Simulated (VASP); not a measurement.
Runs of VASP 6.6.1 on HfC. It takes space group P6_3/mmc (No. 194, hexagonal). Conventional cell: a = 3.343 Å, b = 3.343 Å, c = 5.203 Å, α = 90.00°, β = 90.00°, γ = 120.00°. Hf (site symmetry -6m2) has 6 C at 2.33 Å within 3.1 Å. Within 3.1 Å of C (site symmetry -3m) lie 6 Hf at 2.33 Å and 2 C at 2.60 Å. 

```tsv
k mesh	gap on the mesh (eV)	pressure (GPa)
10 × 10 × 6	none	-8.0
6 × 6 × 4	none	-7.9
8 × 8 × 5	none	-7.9
3 × 3 × 2	none	-7.8
4 × 4 × 2	none	(a)
5 × 5 × 3	none	-8.0
```

Alike in all rows: task single point; level PBEsol; potentials or basis VASP PAW PBE potentials, release 64 (Hf_pv, C); no spin polarisation; cell as given; cutoff (eV) 600; smearing fermi-dirac 0.1 eV.

Problem. Estimate the missing entries.

Solution. (a) -8.8.

Caveats: some runs use coarse meshes; the PAW data sets were made with another functional, which shifts forces and pressure a little; spin-orbit coupling is left out, which moves the levels of the heavy elements.

A k mesh can miss the band edges, and the runs leave out spin-orbit coupling on Hf.

A gap of «none» marks levels without a gap at the run's occupations.
